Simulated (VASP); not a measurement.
# Te (P3_121) in VASP: notebook

Te is run at these levels: PBEsol; tasks: single point.

All numbers are computed with VASP 6.6.1; they aren't measurements. Logs are shortened: lines on timing, memory, paths and dates and some standing lists are left out, and cuts for length are marked.

## Step 1: The cell of the first run

Symmetry: P3_121, No. 152, trigonal system. The conventional cell has a = 4.363 Å, b = 4.363 Å, c = 5.803 Å, α = 90.00°, β = 90.00°, γ = 120.00°. Within 3.7 Å of Te (site symmetry 2) lie 6 Te at 2.81 to 3.40 Å.

## Step 2: Single point, PBEsol (volume scaled by 0.94)

INCAR reads:

```
PREC = Accurate ; ENCUT = 520
EDIFF = 1E-6 ; ISMEAR = -1
SIGMA = 0.05 ; LREAL = F
LASPH = T ; NELM = 100
ALGO = Normal ; ISIF = 2
LWAVE = F ; LCHARG = T
GGA = PS ; LELF = T
LVHAR = T ; NBANDS = 16
```

KPOINTS reads:

```
Automatic mesh
0
Gamma
  7 7 5
```

POSCAR reads:

```
Te
1.0
    4.3630765282      0.0000000000      0.0000000000
   -2.1815382641      3.7785351121      0.0000000000
    0.0000000000      0.0000000000      5.8030681080
Te
3
Direct
    0.7310000000      0.7310000000      0.0000000000
    0.0000000000      0.2690000000      0.6666666667
    0.2690000000      0.0000000000      0.3333333333
```

Potentials or basis: VASP PAW PBE potentials, release 64 (Te).

On the command line:

```console
$ cat potpaw_PBE.64/Te/POTCAR > POTCAR
$ mpirun -np 1 vasp_std > vasp.out
```

OUTCAR:

```text
PREC = Accurate
   ENCUT = 520
   EDIFF = 1E-6
   ISMEAR = -1
   LREAL = F
   LASPH = T
   NELM = 100
   ISIF = 2
   GGA = PS

 ion  position               nearest neighbor table
   1  0.731  0.731  0.000-   3 2.81   2 2.81   3 3.40   2 3.40   2 3.40   3 3.40
   2  0.000  0.269  0.667-   1 2.81   3 2.81   1 3.40   1 3.40   3 3.40   3 3.40
   3  0.269  0.000  0.333-   1 2.81   2 2.81   1 3.40   1 3.40   2 3.40   2 3.40

  LATTYP: Found a hexagonal cell.
 ALAT       =     4.3630765282
 C/A-ratio  =     1.3300404131

  Lattice vectors:

 A1 = (   4.3630765282,   0.0000000000,   0.0000000000)
 A2 = (  -2.1815382641,   3.7785351121,   0.0000000000)
 A3 = (   0.0000000000,   0.0000000000,   5.8030681080)

Analysis of symmetry for initial positions (statically):
=====================================================================
 Subroutine PRICEL returns:
 Original cell was already a primitive cell.

 Routine SETGRP: Setting up the symmetry group for a
 hexagonal supercell.

 Subroutine GETGRP returns: Found  6 space group operations
 (whereof  2 operations were pure point group operations)
 out of a pool of 24 trial point group operations.

The static configuration has the point symmetry C_2 .
 The point group associated with its full space group is D_3 .

Analysis of symmetry for dynamics (positions and initial velocities):
=====================================================================
 Subroutine PRICEL returns:
 Original cell was already a primitive cell.

 Routine SETGRP: Setting up the symmetry group for a
 hexagonal supercell.

 Subroutine GETGRP returns: Found  6 space group operations
 (whereof  2 operations were pure point group operations)
 out of a pool of 24 trial point group operations.

The dynamic configuration has the point symmetry C_2 .
 The point group associated with its full space group is D_3 .

 Subroutine INISYM returns: Found  6 space group operations
 (whereof  2 operations are pure point group operations),
 and found     1 'primitive' translations

----------------------------------------------------------------------------------------

                                     Primitive cell

  volume of cell :      95.6696

  direct lattice vectors                    reciprocal lattice vectors
     4.363076528  0.000000000  0.000000000     0.229196072  0.132326414  0.000000000
    -2.181538264  3.778535112  0.000000000     0.000000000  0.264652827  0.000000000
     0.000000000  0.000000000  5.803068108     0.000000000  0.000000000  0.172322637

  length of vectors
     4.363076528  4.363076528  5.803068108     0.264652827  0.264652827  0.172322637

  position of ions in fractional coordinates (direct lattice)
     0.731000000  0.731000000  0.000000000
     1.000000000  0.269000000  0.666666667
     0.269000000  0.000000000  0.333333333

  ion indices of the primitive-cell ions
   primitive index   ion index
                 1           1
                 2           2
                 3           3

----------------------------------------------------------------------------------------

 KPOINTS: Automatic mesh

Automatic generation of k-mesh.
 Grid dimensions read from file:
 generate k-points for:    7    7    5

 Generating k-lattice:

  Cartesian coordinates                     Fractional coordinates (reciprocal lattice)
     0.032742296  0.018903773  0.000000000     0.142857143  0.000000000  0.000000000
     0.000000000  0.037807547  0.000000000     0.000000000  0.142857143  0.000000000
     0.000000000  0.000000000  0.034464527     0.000000000  0.000000000  0.200000000

  Length of vectors
     0.037807547  0.037807547  0.034464527

  Shift w.r.t. Gamma in fractional coordinates (k-lattice)
     0.000000000  0.000000000  0.000000000

 Subroutine IBZKPT returns following result:
 ===========================================

 Found     32 irreducible k-points:

 Following reciprocal coordinates:
            Coordinates               Weight
  0.000000  0.000000  0.000000      1.000000
  0.142857  0.000000  0.000000      6.000000
  0.285714  0.000000  0.000000      6.000000
  0.428571  0.000000  0.000000      6.000000
  0.142857  0.142857  0.000000      6.000000
  0.285714  0.142857  0.000000     12.000000
[... 16 lines left out ...]
  0.000000  0.142857  0.400000      6.000000
  0.285714  0.000000  0.400000      6.000000
 [... further k-points ...]
   k-points           NKPTS =     32   k-points in BZ     NKDIM =     32   number of bands    NBANDS=     16
   number of dos      NEDOS =    301   number of ions     NIONS =      3
   total plane-waves  NPLWV =  49152
   dimension x,y,z NGX =    32 NGY =   32 NGZ =   48
   dimension x,y,z NGXF=    64 NGYF=   64 NGZF=   96
   ions per type =               3
   NGX,Y,Z   is equivalent  to a cutoff of  12.19, 12.19, 13.75 a.u.
   NGXF,Y,Z  is equivalent  to a cutoff of  24.39, 24.39, 27.50 a.u.
 SYSTEM =  unknown system
   PREC   = accura    normal or accurate (medium, high low for compatibility)
   ISTART =      0    job   : 0-new  1-cont  2-samecut
   ICHARG =      2    charge: 1-file 2-atom 10-const
   ISPIN  =      1    spin polarized calculation?
   LNONCOLLINEAR =      F non collinear calculations
   LSORBIT =      F    spin-orbit coupling
   LASPH  =      T    aspherical Exc in radial PAW
   ENCUT  =  520.0 eV  38.22 Ry    6.18 a.u.   8.11  8.11 10.79*2*pi/ulx,y,z
   NELM   =    100;   NELMIN=  2; NELMDL= -5     # of ELM steps
   EDIFF  = 0.1E-05   stopping-criterion for ELM
   LREAL  =      F    real-space projection
   EDIFFG = 0.1E-04   stopping-criterion for IOM
   NSW    =      0    number of steps for IOM
   IBRION =     -1    ionic relax: 0-MD 1-quasi-New 2-CG
   NFREE  =      0    steps in history (QN), initial steepest desc. (CG)
   ISIF   =      2    stress and relaxation
   ISYM   =      2    0-nonsym 1-usesym 2-fastsym
   POTIM  = 0.5000    time-step for ionic-motion
   TEBEG  =    0.0;   TEEND  =   0.0 temperature during run
   PSTRESS=    0.0 pullay stress
   NELECT =      18.0000    total number of electrons
   NUPDOWN=      -1.0000    fix difference up-down
   EMIN   =  10.00;   EMAX   =-10.00  energy-range for DOS
[... 5 lines left out ...]
     AMIX     =   0.40;   BMIX     =  1.00
     AMIX_MAG =   1.60;   BMIX_MAG =  1.00
  volume/ion in A,a.u.               =      31.89       215.20
  Fermi-wavevector in a.u.,A,eV,Ry     =   0.938082  1.772719 11.973109  0.879999
  Thomas-Fermi vector in A             =   2.065258
   LORBIT       =      0    0 simple, 1 ext, 2 COOP (PROOUT), +10 PAW based schemes
   GGA     = PS    functional components
   LHFCALC =     F    Hartree Fock is set to
   AEXX    =    0.0000 exact exchange contribution
   IVDW    =     0    specifies the selected vdW correction
   LEPSILON=     F    determine dielectric tensor
   LRPA    =     F    only Hartree local field effects (RPA)
 non-spin polarized calculation
  energy-cutoff  :      520.00
  volume of cell :       95.67
 maximum number of plane-waves:      2590
   NGX = 17   NGY = 17   NGZ = 21

 number of electron      17.9999999 magnetization

 Free energy of the ion-electron system (eV)
  ---------------------------------------------------
  ext. energy  EPLUGINS =         0.00000000
  ---------------------------------------------------
  free energy    TOTEN  =       -10.51787658 eV

  energy without entropy =      -10.51774386  energy(sigma->0) =      -10.51781022

 E-fermi :   6.8002     XC(G=0):  -9.4930

 val. band max:        6.4824580539   @ k =   0.2857   0.2857   0.4000
 cond. band min:       7.0475193454   @ k =   0.0000   0.0000   0.4000
 fundamental gap:      0.5650612915
 Fermi energy:         6.8001921978

 k-point     1 :       0.0000    0.0000    0.0000
  band No.  band energies     occupation
      1      -7.5022      2.00000
      2      -3.8897      2.00000
      3      -3.8897      2.00000
      4       3.3207      2.00000
      5       3.7771      2.00000
      6       3.7771      2.00000
[... 8 lines left out ...]
     15      12.6113      0.00000
     16      12.7842      0.00000

 k-point     2 :       0.1429    0.0000    0.0000
  band No.  band energies     occupation
      1      -7.3514      2.00000
      2      -3.9292      2.00000
      3      -3.8380      2.00000
      4       2.3659      2.00000
      5       3.0873      2.00000
      6       3.3713      2.00000
[... 8 lines left out ...]
     15      12.5590      0.00000
     16      12.9617      0.00000

 k-point     3 :       0.2857    0.0000    0.0000
  band No.  band energies     occupation
      1      -6.9339      2.00000
      2      -4.1646      2.00000
      3      -3.7084      2.00000
      4       1.4742      2.00000
      5       2.3072      2.00000
      6       2.8446      2.00000
[... 8 lines left out ...]
     15      13.1295      0.00000
     16      14.0918      0.00000

 k-point     4 :       0.4286    0.0000    0.0000
  band No.  band energies     occupation
      1      -6.4318      2.00000
      2      -4.6066      2.00000
      3      -3.5901      2.00000
      4       1.3448      2.00000
      5       1.8923      2.00000
      6       2.6110      2.00000
[... 8 lines left out ...]
     15      14.6484      0.00000
     16      15.3671      0.00000

 k-point     5 :       0.1429    0.1429    0.0000
  band No.  band energies     occupation
      1      -7.0657      2.00000
      2      -4.0240      2.00000
      3      -3.7977      2.00000
      4       1.7558      2.00000
      5       2.0966      2.00000
      6       3.5018      2.00000
[... 8 lines left out ...]
     15      13.1451      0.00000
     16      13.6985      0.00000

 k-point     6 :       0.2857    0.1429    0.0000
  band No.  band energies     occupation
      1      -6.5829      2.00000
      2      -4.3329      2.00000
      3      -3.7692      2.00000
      4       1.4245      2.00000
      5       1.7543      2.00000
      6       3.0066      2.00000
[... 8 lines left out ...]
     15      14.1458      0.00000
     16      14.9385      0.00000

 k-point     7 :       0.4286    0.1429    0.0000
  band No.  band energies     occupation
      1      -6.2623      2.00000
      2      -4.6186      2.00000
      3      -3.7515      2.00000
      4       1.4820      2.00000
      5       1.8101      2.00000
      6       2.8566      2.00000
[... 8 lines left out ...]
     15      14.0148      0.00000
     16      15.4844      0.00000

 k-point     8 :       0.2857    0.2857    0.0000
  band No.  band energies     occupation
      1      -6.2049      2.00000
      2      -4.3891      2.00000
      3      -4.0694      2.00000
      4       1.6800      2.00000
      5       1.7043      2.00000
      6       3.0757      2.00000
[... 8 lines left out ...]
     15      13.4423      0.00000
     16      14.7425      0.00000

 k-point     9 :       0.0000    0.0000    0.2000
  band No.  band energies     occupation
      1      -7.3462      2.00000
      2      -5.1081      2.00000
      3      -2.6041      2.00000
      4       3.1862      2.00000
      5       3.4130      2.00000
      6       3.9727      2.00000
[... 8 lines left out ...]
     15      12.2983      0.00000
     16      12.5235      0.00000
[... 172 lines left out ...]
 k-point    19 :       0.4286    0.1429    0.2000
  band No.  band energies     occupation
      1      -6.1476      2.00000
      2      -4.8287      2.00000
      3      -3.6802      2.00000
      4       1.1528      2.00000
      5       1.5811      2.00000
      6       2.8018      2.00000
[... 8 lines left out ...]
     15      13.9045      0.00000
     16      14.4075      0.00000

 k-point    20 :       0.2857    0.2857    0.2000
  band No.  band energies     occupation
      1      -6.0889      2.00000
      2      -4.7457      2.00000
      3      -3.8141      2.00000
      4       1.1154      2.00000
      5       1.7195      2.00000
      6       2.5170      2.00000
[... 8 lines left out ...]
     15      13.4767      0.00000
     16      14.7492      0.00000

 k-point    21 :       0.0000    0.0000    0.4000
  band No.  band energies     occupation
      1      -6.8826      2.00000
      2      -6.1262      2.00000
      3      -1.5985      2.00000
      4       2.5186      2.00000
      5       3.6419      2.00000
      6       3.8746      2.00000
[... 8 lines left out ...]
     15      11.8059      0.00000
     16      13.4608      0.00000

 k-point    22 :       0.1429    0.0000    0.4000
  band No.  band energies     occupation
      1      -6.7470      2.00000
      2      -6.0027      2.00000
      3      -1.9298      2.00000
      4       2.3907      2.00000
      5       3.4099      2.00000
      6       3.7284      2.00000
[... 8 lines left out ...]
     15      12.0936      0.00000
     16      12.9474      0.00000

 k-point    23 :       0.0000    0.1429    0.4000
  band No.  band energies     occupation
      1      -6.7418      2.00000
      2      -6.0128      2.00000
      3      -1.8953      2.00000
      4       2.2966      2.00000
      5       3.0567      2.00000
      6       3.6490      2.00000
[... 8 lines left out ...]
     15      12.3304      0.00000
     16      13.2351      0.00000

 k-point    24 :       0.2857    0.0000    0.4000
  band No.  band energies     occupation
      1      -6.3944      2.00000
      2      -5.6590      2.00000
      3      -2.7439      2.00000
      4       1.7232      2.00000
      5       2.8893      2.00000
      6       3.1203      2.00000
[... 8 lines left out ...]
     15      12.4667      0.00000
     16      13.1482      0.00000

 [... further k-points ...]
[... 5 lines left out ...]
  --------------------------------------------------------------------------------------
  -------------------------------------------------------------------------------------
  Total        1.1557069      1.1557069      2.2735432      0.0000000      0.0000000      0.0000000
  in kB       19.3546058     19.3546058     38.0749932      0.0000000      0.0000000      0.0000000
  external PRESSURE =      25.5947349 kB  Pullay stress =       0.0000000 kB

 VOLUME and BASIS-vectors are now :
 -----------------------------------------------------------------------------
  energy-cutoff  :      520.00
  volume of cell :       95.67
      direct lattice vectors                 reciprocal lattice vectors
     4.363076528  0.000000000  0.000000000     0.229196072  0.132326414  0.000000000
    -2.181538264  3.778535112  0.000000000     0.000000000  0.264652827  0.000000000
     0.000000000  0.000000000  5.803068108     0.000000000  0.000000000  0.172322637

 POSITION                                       TOTAL-FORCE (eV/Angst)
 -----------------------------------------------------------------------------------
      1.59470      2.76211      0.00000        -0.241048     -0.417508      0.000000
     -0.58683      1.01643      3.86871        -0.241048      0.417508      0.000000
      1.17367      0.00000      1.93436         0.482096     -0.000000      0.000000
 -----------------------------------------------------------------------------------
    total drift:                                0.000000      0.000000      0.000000

  FREE ENERGIE OF THE ION-ELECTRON SYSTEM (eV)
  ---------------------------------------------------
  free  energy   TOTEN  =       -10.5178765785 eV

  energy  without entropy=      -10.5177438614  energy(sigma->0) =      -10.51781022
```

It took 25 s on 1 thread of AMD EPYC 9R45 (Zen 5), shared host; peak memory 0.19 GiB.

Results:

```
Free energy            : -10.5179 eV
Pressure               : 2.6 GPa
Largest force          : 0.482 eV/Å
Band gap on the k mesh : 0.56 eV, indirect (least direct gap 0.80 eV)
```

Forces on the atoms (eV/Å):
```
Te  -0.241 -0.418  0.000
Te  -0.241  0.418  0.000
Te   0.482  0.000  0.000
```

Levels at points of the mesh, in eV from the valence-band top:
```csv
k point,band 5,band 6,band 7,band 8,band 9,band 10,band 11,band 12,band 13,band 14
"(0.00, 0.00, 0.00)",-2.71,-2.71,-1.69,-1.69,-0.80,1.20,1.20,1.79,4.90,4.90
```

Caveat: the PAW data sets were made with another functional, which shifts forces and pressure a little; spin-orbit coupling is left out, which moves the levels of the heavy elements. A k mesh can miss the band edges.

## Step 3: Single point, PBEsol (volume scaled by 0.96)

INCAR reads:

```
SYSTEM = Te
PREC = Accurate
ENCUT = 520
EDIFF = 1E-6
ISMEAR = -1
SIGMA = 0.05
LREAL = .FALSE.
LASPH = .TRUE.
NELM = 80
ALGO = Normal
ISIF = 2
LWAVE = .FALSE.
LCHARG = .FALSE.
GGA = PS
NBANDS = 16
```

KPOINTS reads:

```
regular mesh
0
G
  7 7 5
  0 0 0
```

POSCAR reads:

```
Te
1.0
    4.3938034316      0.0000000000      0.0000000000
   -2.1969017158      3.8051453911      0.0000000000
    0.0000000000      0.0000000000      5.8439361313
Te
3
Direct
    0.7310000000      0.7310000000      0.0000000000
    0.0000000000      0.2690000000      0.6666666667
    0.2690000000      0.0000000000      0.3333333333
```

Potentials or basis: VASP PAW PBE potentials, release 64 (Te).

On the command line:

```console
$ cat potpaw_PBE.64/Te/POTCAR > POTCAR
$ mpirun -np 1 vasp_std > vasp.out
```

Run time: 29 s. Hardware: 1 thread of AMD EPYC 9R45 (Zen 5), shared host; peak memory 0.2 GiB.

It converged, with:

```yaml
Free_energy: -10.5421 eV
Pressure: 1.3 GPa
Largest_force: 0.355 eV/Å
Band_gap_on_the_k_mesh: 0.57 eV, indirect (least direct gap 0.79 eV)
```

Forces in eV/Å, atoms in the order of the input:
```
Te  -0.177 -0.307  0.000
Te  -0.177  0.307  0.000
Te   0.355  0.000  0.000
```

Stress tensor (GPa, compression positive):
```
0.85 0.00 0.00
0.00 0.85 0.00
0.00 0.00 2.14
```

Levels at points of the mesh, in eV from the valence-band top:
| k point | band 7 | band 8 | band 9 | band 10 | band 11 | band 12 |
| --- | --- | --- | --- | --- | --- | --- |
| (0.00, 0.00, 0.00) | -1.64 | -1.64 | -0.76 | 1.19 | 1.19 | 1.77 |

Caveat: the PAW data sets were made with another functional, which shifts forces and pressure a little; spin-orbit coupling is left out, which moves the levels of the heavy elements. A k mesh can miss the band edges.

(Continued in part 2 of 2.)
